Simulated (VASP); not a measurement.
AlIn3Sb2:

```
Al In Sb
1.0
     5.26078    0.00000    0.00000
    -2.63039    4.55597    0.00000
     0.00000    0.00000    6.51353
Al In Sb
1 3 2
Cartesian
  0.0000 0.0000 0.0000
  0.0000 0.0000 3.2568
  0.0000 3.0373 0.0000
  0.0000 3.0373 3.2568
  2.6304 1.5187 1.5971
  2.6304 1.5187 4.9165
```

The cell was built from a structure type or drawn by symmetry, and may not be a known phase.

* Program: VASP 6.6.1
* Task: relaxation of cell and atoms
* Functional: PBE
* Potentials or basis: VASP PAW PBE potentials, release 64 (Al, In_d, Sb)
* Cutoff: 600 eV
* k mesh: 6 × 6 × 4
* Occupations: gaussian, width 0.1 eV
* Spin: no spin polarisation

At the start: pressure 0.8 GPa; volume 26.02 Å³/atom.

Question: Where does the relaxation end?

Answer: Over 5 steps the energy falls by 6.7 meV/atom and the volume is 26.65 Å³/atom (+2.4 %); space group P-6m2 (No. 187, to 0.1 Å) before and after.

The path:
```csv
step,energy change (eV),largest force (eV/Å),pressure (GPa),volume (Å³)
1,0.0000,0.1061,0.76,156.12
2,-0.0323,0.0493,0.14,158.90
3,-0.0388,0.0114,-0.22,160.80
4,-0.0389,0.0087,-0.29,160.95
5,-0.0400,0.0104,0.05,159.89
```

Final structure:
```cif
data_structure
_symmetry_space_group_name_H-M 'P 1'
_symmetry_Int_Tables_number 1
_cell_length_a 5.3714
_cell_length_b 5.3714
_cell_length_c 6.3993
_cell_angle_alpha 90.000
_cell_angle_beta 90.000
_cell_angle_gamma 120.000
_cell_volume 159.89
loop_
_atom_site_label
_atom_site_type_symbol
_atom_site_fract_x
_atom_site_fract_y
_atom_site_fract_z
_atom_site_occupancy
Al1 Al 0.00000 0.00000 0.00000 1
In1 In 0.00000 0.00000 0.50000 1
In2 In 0.33333 0.66667 0.00000 1
In3 In 0.33333 0.66667 0.50000 1
Sb1 Sb 0.66667 0.33333 0.24369 1
Sb2 Sb 0.66667 0.33333 0.75631 1
```

Caveat: the highest band is partly filled, so the run has too few bands.
